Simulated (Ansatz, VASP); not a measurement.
# One calculation of Si2Ni, two programs

```
Si Ni
1.0
     0.00000    2.70300    2.70300
     2.70300    0.00000    2.70300
     2.70300    2.70300    0.00000
Si Ni
2 1
Direct
  0.25000 0.25000 0.25000
  0.75000 0.75000 0.75000
  0.00000 0.00000 0.00000
```

Alike in both runs: task relaxation of cell and atoms; functional LDA; k mesh 8 × 8 × 8; occupations fermi-dirac, width 0.1 eV; no spin polarisation.

|  | VASP | Ansatz |
| --- | --- | --- |
| version | VASP 6.6.1 | Ansatz 0.2.0 |
| potentials or method | VASP PAW LDA potentials, release 64 (Si, Ni) | PAW with Ansatz's default frozen-core files, scalar-relativistic |
| plane-wave cutoff (eV) | 600 | 420 |
| valence electrons in the cell | 18 | 26 |

```csv
,VASP,Ansatz,Ansatz less VASP
relaxed volume (Å³/atom),12.77,12.75,-0.014
relaxed cell length with the largest relative difference (Å),3.784,3.782,-0.0014
```

LDA's correlation is that of Perdew and Zunger in VASP and of Perdew and Wang (1992) in Ansatz. VASP's potentials hold 18 valence electrons a cell and Ansatz's 26, so a difference there can come from the potentials and not from the codes.
